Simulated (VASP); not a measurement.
# Al32H (a cell with a defect) in VASP: single point with PBEsol

Aim: the single point of Al32H (a cell with a defect) with PBEsol.

Program: VASP 6.6.1. These are calculated values, not measurements. Logs are shortened: lines on timing, memory, paths and dates and some standing lists are left out, and cuts for length are marked.

## 1. The cell of the first run

The cell holds a defect, 33 atoms: a = 8.100 Å, b = 8.100 Å, c = 8.100 Å, α = 90.00°, β = 90.00°, γ = 90.00°.

## 2. Single point, PBEsol

The input, INCAR:

```
PREC = Accurate
ENCUT = 400
EDIFF = 1E-6
ISMEAR = 0
SIGMA = 0.05
LREAL = Auto
LASPH = True
NELM = 120
ALGO = Normal
ISIF = 2
LWAVE = False
LCHARG = False
GGA = PS
NBANDS = 70
GGA_COMPAT = False
```

The input, KPOINTS:

```
regular mesh
0
Gamma
  3 3 3
```

The input, POSCAR:

```
Al32H
1.0
    8.1000000000      0.0000000000      0.0000000000
    0.0000000000      8.1000000000      0.0000000000
    0.0000000000      0.0000000000      8.1000000000
Al H
32 1
Direct
    0.4997602469      0.0018649383     -0.0000388889
    0.7484118519      0.2503377778     -0.0000362963
    0.7489401235      0.0012175309      0.2510302469
   -0.0045350617     -0.0037129630      0.0000223457
    0.2406662963      0.2295143210     -0.0003170370
    0.5210882716      0.5094511111     -0.0003244444
    0.7539476543      0.7548469136      0.0000218519
    0.2486966667     -0.0018311111      0.2532850617
    0.4996738272      0.2504659259      0.2508556790
    0.7520445679      0.5014450617      0.2533309877
    0.4997017284      0.0012971605      0.5000343210
    0.7488556790      0.2504802469      0.5000335802
    0.7488600000      0.0012961728      0.7490040741
   -0.0024148148      0.4997762963     -0.0000240741
    0.2504201235      0.7526012346     -0.0000225926
   -0.0012835802      0.2502238272      0.2502579012
    0.2505276543      0.4996229630      0.2502656790
    0.4999239506      0.7514654321      0.2502312346
   -0.0019971605      0.0006287654      0.4999746914
    0.2483186420      0.2501432099      0.4999001235
    0.4999707407      0.5018313580      0.4998932099
    0.7495097531      0.7521064198      0.4999745679
    0.2487580247     -0.0020466667      0.7465916049
    0.4994092593      0.2507361728      0.7493035802
    0.7522656790      0.5013875309      0.7465381481
    0.0004864198      0.7497009877      0.2514623457
    0.0013014815      0.4999148148      0.5000683951
    0.2502480247      0.7489222222      0.5000677778
   -0.0012469136      0.2501292593      0.7496838272
    0.2506634568      0.4994956790      0.7500650617
    0.5000149383      0.7514230864      0.7497112346
    0.0004128395      0.7497782716      0.7485404938
    0.3088561728      0.4421233333      0.0035534568
```

Potentials or basis: VASP PAW PBE potentials, release 64 (Al, H).

Started as:

```
cat potpaw_PBE.64/Al/POTCAR potpaw_PBE.64/H/POTCAR > POTCAR
mpirun -np 1 vasp_std > vasp.out
```

OUTCAR:

```text
PREC = Accurate
   ENCUT = 400
   EDIFF = 1E-6
   ISMEAR = 0
   LREAL = Auto
   LASPH = True
   NELM = 120
   ISIF = 2
   GGA = PS

 ion  position               nearest neighbor table
   1  0.500  0.002  1.000-   5 2.79   2 2.85  15 2.86   9 2.86  24 2.86  13 2.86   3 2.87  18 2.87
                            31 2.87   7 2.87  23 2.89   8 2.89
   2  0.748  0.250  1.000-   6 2.79   1 2.85  14 2.86   9 2.86  24 2.86  13 2.86   3 2.86  16 2.87
                            29 2.87   4 2.87  10 2.89  25 2.89
   3  0.749  0.001  0.251-   7 2.85   4 2.85  19 2.85  22 2.85  11 2.85  12 2.85   9 2.86  18 2.86
                            16 2.86   2 2.86   1 2.87  26 2.88
   4  0.995  0.996  0.000-   5 2.74   7 2.77   3 2.85  13 2.85  32 2.85  26 2.85  15 2.86   2 2.87
                            16 2.89  29 2.89   8 2.90  23 2.90
   5  0.241  0.230  1.000-  33 1.81   4 2.74  23 2.78   8 2.78   1 2.79  29 2.82  16 2.83  24 2.92
                             9 2.93  14 2.94  30 2.98  17 2.99   6 3.21
   6  0.521  0.509  1.000-  33 1.80   7 2.74  25 2.78  10 2.78   2 2.79  31 2.82  18 2.83  24 2.92
                             9 2.93  15 2.95  30 2.98  17 2.99   5 3.21
   7  0.754  0.755  0.000-   6 2.74   4 2.77   3 2.85  13 2.85  32 2.85  26 2.85  14 2.86   1 2.87
                            18 2.89  31 2.89  10 2.90  25 2.90
   8  0.249  0.998  0.253-   5 2.78  28 2.84  26 2.84  19 2.85  11 2.85  18 2.85  20 2.86  15 2.86
                            16 2.88   9 2.88   1 2.89   4 2.90
   9  0.500  0.250  0.251-  17 2.85  11 2.85  12 2.85   3 2.86   1 2.86   2 2.86  20 2.87  21 2.87
[... 32 lines left out ...]
                            31 2.88  24 2.88   2 2.89   7 2.90
  26  0.000  0.750  0.251-   8 2.84  10 2.84   7 2.85   4 2.85  28 2.85  27 2.85  19 2.86  22 2.86
                            17 2.86  14 2.87  15 2.87   3 2.88
  27  0.001  0.500  0.500-  25 2.84  10 2.84  20 2.85  28 2.85  32 2.85  26 2.85  17 2.86  30 2.86
                            29 2.86  16 2.86  12 2.87  22 2.89
  28  0.250  0.749  0.500-  23 2.84   8 2.84  21 2.85  27 2.85  32 2.85  26 2.85  17 2.86  31 2.86
                            30 2.86  18 2.86  11 2.87  19 2.89
  29  0.999  0.250  0.750-   5 2.82  25 2.85  13 2.86  19 2.86  20 2.86  27 2.86  12 2.86  14 2.86
                             2 2.87  30 2.87  23 2.88   4 2.89
  30  0.251  0.499  0.750-  24 2.85  27 2.86  28 2.86  21 2.86  20 2.86  32 2.87  29 2.87  31 2.87
                            14 2.88  15 2.88   5 2.98   6 2.98
  31  0.500  0.751  0.750-   6 2.82  23 2.85  13 2.86  22 2.86  21 2.86  28 2.86  11 2.86  15 2.86
                             1 2.87  30 2.87  25 2.88   7 2.89
  32  0.000  0.750  0.749-  23 2.84  25 2.84   7 2.85   4 2.85  28 2.85  27 2.85  19 2.86  22 2.86
                            30 2.87  14 2.87  15 2.87  13 2.88
  33  0.309  0.442  0.004-   6 1.80   5 1.81  17 2.11

  LATTYP: Found a simple cubic cell.
 ALAT       =     8.1000000000

  Lattice vectors:

 A1 = (   8.1000000000,   0.0000000000,   0.0000000000)
 A2 = (   0.0000000000,   8.1000000000,   0.0000000000)
 A3 = (   0.0000000000,   0.0000000000,   8.1000000000)

Analysis of symmetry for initial positions (statically):
=====================================================================
 Subroutine PRICEL returns:
 Original cell was already a primitive cell.

 Routine SETGRP: Setting up the symmetry group for a
 simple cubic supercell.

 Subroutine GETGRP returns: Found  1 space group operations
 (whereof  1 operations were pure point group operations)
 out of a pool of 48 trial point group operations.

The static configuration has the point symmetry C_1 .

Analysis of symmetry for dynamics (positions and initial velocities):
=====================================================================
 Subroutine PRICEL returns:
 Original cell was already a primitive cell.

 Routine SETGRP: Setting up the symmetry group for a
 simple cubic supercell.

 Subroutine GETGRP returns: Found  1 space group operations
 (whereof  1 operations were pure point group operations)
 out of a pool of 48 trial point group operations.

The dynamic configuration has the point symmetry C_1 .

 Subroutine INISYM returns: Found  1 space group operations
 (whereof  1 operations are pure point group operations),
 and found     1 'primitive' translations

----------------------------------------------------------------------------------------

                                     Primitive cell

  volume of cell :     531.4410

  direct lattice vectors                    reciprocal lattice vectors
     8.100000000  0.000000000  0.000000000     0.123456790  0.000000000  0.000000000
[... 91 lines left out ...]

  Length of vectors
     0.041152263  0.041152263  0.041152263

  Shift w.r.t. Gamma in fractional coordinates (k-lattice)
     0.000000000  0.000000000  0.000000000

 Subroutine IBZKPT returns following result:
 ===========================================

 Found     14 irreducible k-points:

 Following reciprocal coordinates:
            Coordinates               Weight
  0.000000  0.000000  0.000000      1.000000
  0.333333  0.000000  0.000000      2.000000
  0.000000  0.333333  0.000000      2.000000
  0.000000  0.000000  0.333333      2.000000
  0.333333  0.333333  0.000000      2.000000
  0.000000  0.333333  0.333333      2.000000
  0.333333  0.000000  0.333333      2.000000
 -0.333333  0.333333  0.000000      2.000000
 -0.333333  0.000000  0.333333      2.000000
  0.000000 -0.333333  0.333333      2.000000
  0.333333  0.333333  0.333333      2.000000
 -0.333333  0.333333  0.333333      2.000000
 -0.333333 -0.333333  0.333333      2.000000
  0.333333 -0.333333  0.333333      2.000000
   k-points           NKPTS =     14   k-points in BZ     NKDIM =     14   number of bands    NBANDS=     70
   number of dos      NEDOS =    301   number of ions     NIONS =     33
   total plane-waves  NPLWV = 157464
   dimension x,y,z NGX =    54 NGY =   54 NGZ =   54
   dimension x,y,z NGXF=   108 NGYF=  108 NGZF=  108
   ions per type =              32   1
   NGX,Y,Z   is equivalent  to a cutoff of  11.08, 11.08, 11.08 a.u.
   NGXF,Y,Z  is equivalent  to a cutoff of  22.17, 22.17, 22.17 a.u.
 SYSTEM =  unknown system
   PREC   = accura    normal or accurate (medium, high low for compatibility)
   ISTART =      0    job   : 0-new  1-cont  2-samecut
   ICHARG =      2    charge: 1-file 2-atom 10-const
   ISPIN  =      1    spin polarized calculation?
   LNONCOLLINEAR =      F non collinear calculations
   LSORBIT =      F    spin-orbit coupling
   LASPH  =      T    aspherical Exc in radial PAW
   ENCUT  =  400.0 eV  29.40 Ry    5.42 a.u.  13.21 13.21 13.21*2*pi/ulx,y,z
   NELM   =    120;   NELMIN=  2; NELMDL= -5     # of ELM steps
   EDIFF  = 0.1E-05   stopping-criterion for ELM
   LREAL  =      T    real-space projection
   EDIFFG = 0.1E-04   stopping-criterion for IOM
   NSW    =      0    number of steps for IOM
   IBRION =     -1    ionic relax: 0-MD 1-quasi-New 2-CG
   NFREE  =      0    steps in history (QN), initial steepest desc. (CG)
   ISIF   =      2    stress and relaxation
   ISYM   =      2    0-nonsym 1-usesym 2-fastsym
   POTIM  = 0.5000    time-step for ionic-motion
   TEBEG  =    0.0;   TEEND  =   0.0 temperature during run
   PSTRESS=    0.0 pullay stress
   NELECT =      97.0000    total number of electrons
   NUPDOWN=      -1.0000    fix difference up-down
   EMIN   =  10.00;   EMAX   =-10.00  energy-range for DOS
   EFERMI =   0.00;   METHOD = LEGACY
   ISMEAR =     0;   SIGMA  =   0.05  broadening in eV -4-tet -1-fermi 0-gaus
   EFERMI_NEDOS =   21; number of points for ismear=-14 and -15
   IALGO  =     38    algorithm
   IMIX   =      4    mixing-type and parameters
     AMIX     =   0.40;   BMIX     =  1.00
     AMIX_MAG =   1.60;   BMIX_MAG =  1.00
  volume/ion in A,a.u.               =      16.10       108.68
  Fermi-wavevector in a.u.,A,eV,Ry     =   0.928639  1.754874 11.733269  0.862371
  Thomas-Fermi vector in A             =   2.054837
   LORBIT       =      0    0 simple, 1 ext, 2 COOP (PROOUT), +10 PAW based schemes
   GGA     = PS    functional components
   LHFCALC =     F    Hartree Fock is set to
   AEXX    =    0.0000 exact exchange contribution
   IVDW    =     0    specifies the selected vdW correction
   LEPSILON=     F    determine dielectric tensor
   LRPA    =     F    only Hartree local field effects (RPA)
 non-spin polarized calculation
 Gauss-broadening in eV      SIGMA  =   0.05
  energy-cutoff  :      400.00
  volume of cell :      531.44
 maximum number of plane-waves:      9771
 NGX is ok and might be reduce to    54
   NGX = 27   NGY = 27   NGZ = 27

 number of electron      97.0000004 magnetization

 Free energy of the ion-electron system (eV)
  ---------------------------------------------------
  ext. energy  EPLUGINS =         0.00000000
  ---------------------------------------------------
  free energy    TOTEN  =      -134.20198163 eV

  energy without entropy =     -134.19869461  energy(sigma->0) =     -134.20033812

 E-fermi :   7.7360     XC(G=0): -10.2556

 val. band max:        7.6721282643   @ k =   0.3333  -0.3333   0.3333
 cond. band min:       7.8204486621   @ k =   0.0000   0.0000   0.3333
 fundamental gap:      0.1483203978
 Fermi energy:         7.7359551737

 k-point     1 :       0.0000    0.0000    0.0000
  band No.  band energies     occupation
      1      -3.3055      2.00000
      2      -1.5861      2.00000
      3      -1.0066      2.00000
      4      -0.9805      2.00000
      5      -0.9518      2.00000
      6      -0.9445      2.00000
[... 871 lines left out ...]
     59       9.6886      0.00000
     60       9.7056      0.00000
 [bands above 60 left out]

------------------------ aborting loop because EDIFF is reached ----------------------------------------

  FORCE on cell =-STRESS in cart. coord.  units (eV):
  Direction    XX          YY          ZZ          XY          YZ          ZX
  --------------------------------------------------------------------------------------
  -------------------------------------------------------------------------------------
  Total       -3.1990802     -3.2176471     -4.1491245      0.8017678      0.0208583     -0.0220388
  in kB       -9.6445209     -9.7004959    -12.5086948      2.4171531      0.0628832     -0.0664422
  external PRESSURE =     -10.6179038 kB  Pullay stress =       0.0000000 kB

 VOLUME and BASIS-vectors are now :
 -----------------------------------------------------------------------------
  energy-cutoff  :      400.00
  volume of cell :      531.44
      direct lattice vectors                 reciprocal lattice vectors
     8.100000000  0.000000000  0.000000000     0.123456790  0.000000000  0.000000000
     0.000000000  8.100000000  0.000000000     0.000000000  0.123456790  0.000000000
     0.000000000  0.000000000  8.100000000     0.000000000  0.000000000  0.123456790

 POSITION                                       TOTAL-FORCE (eV/Angst)
 -----------------------------------------------------------------------------------
      4.04806      0.01511      8.09968         0.012761     -0.006488     -0.000355
      6.06214      2.02774      8.09971         0.004873     -0.012928     -0.000301
      6.06642      0.00986      2.03334         0.007026     -0.007517     -0.002578
      8.06327      8.06992      0.00018         0.014543      0.004518     -0.000102
      1.94940      1.85907      8.09743         0.048153      0.030611     -0.002919
      4.22081      4.12655      8.09737        -0.023803     -0.042344     -0.002748
[... 25 lines left out ...]
      0.00334      6.07320      6.06318         0.004525     -0.004725     -0.000452
      2.50173      3.58120      0.02878        -0.206154      0.189032      0.010454
 -----------------------------------------------------------------------------------
    total drift:                               -0.006719      0.004742     -0.000413

  FREE ENERGIE OF THE ION-ELECTRON SYSTEM (eV)
  ---------------------------------------------------
  free  energy   TOTEN  =      -134.2019816347 eV

  energy  without entropy=     -134.1986946104  energy(sigma->0) =     -134.20033812
```

Run time: 12 min. Hardware: 1 thread of Oxide Virtual Turin-like, shared host; peak memory 0.46 GiB.

What came out:

```
Free energy            : -134.2020 eV
Pressure               : -1.1 GPa
Largest force          : 0.280 eV/Å
Band gap on the k mesh : zero (an odd number of electrons rules out a gap without spin polarisation)
```

Forces in eV/Å, atoms in the order of the input:
```
Al   0.013 -0.006  0.000
Al   0.005 -0.013  0.000
Al   0.007 -0.008 -0.003
Al   0.015  0.005  0.000
Al   0.048  0.031 -0.003
Al  -0.024 -0.042 -0.003
Al  -0.005 -0.016  0.000
Al   0.007 -0.002  0.003
Al   0.013 -0.013  0.010
Al   0.003 -0.006  0.003
Al   0.010 -0.011  0.000
Al   0.009 -0.010  0.000
Al   0.007 -0.007  0.003
Al  -0.001 -0.002  0.000
Al   0.003  0.001  0.000
Al   0.013 -0.004 -0.008
Al   0.003 -0.001 -0.002
Al   0.004 -0.013 -0.008
Al   0.003 -0.002  0.000
Al   0.003 -0.004 -0.001
Al   0.004 -0.004 -0.001
Al   0.003 -0.002  0.000
Al   0.007 -0.003 -0.004
Al   0.012 -0.011 -0.009
Al   0.004 -0.007 -0.004
Al   0.005 -0.005  0.000
Al   0.002 -0.005  0.000
Al   0.006 -0.004  0.000
Al   0.013 -0.004  0.008
Al   0.004 -0.002  0.002
Al   0.004 -0.013  0.008
Al   0.005 -0.005  0.000
H   -0.206  0.189  0.010
```

Levels at points of the mesh, in eV from the Fermi level:
```tsv
k point	band 45	band 46	band 47	band 48	band 49	band 50	band 51	band 52
(0.00, 0.00, 0.00)	-0.62	-0.19	0.25	0.27	0.32	0.35	0.37	1.01
```

Caveat: the PAW data sets were made with another functional, which shifts forces and pressure a little.

The gap in the log of VASP goes by the Fermi energy; the results here count the filled bands.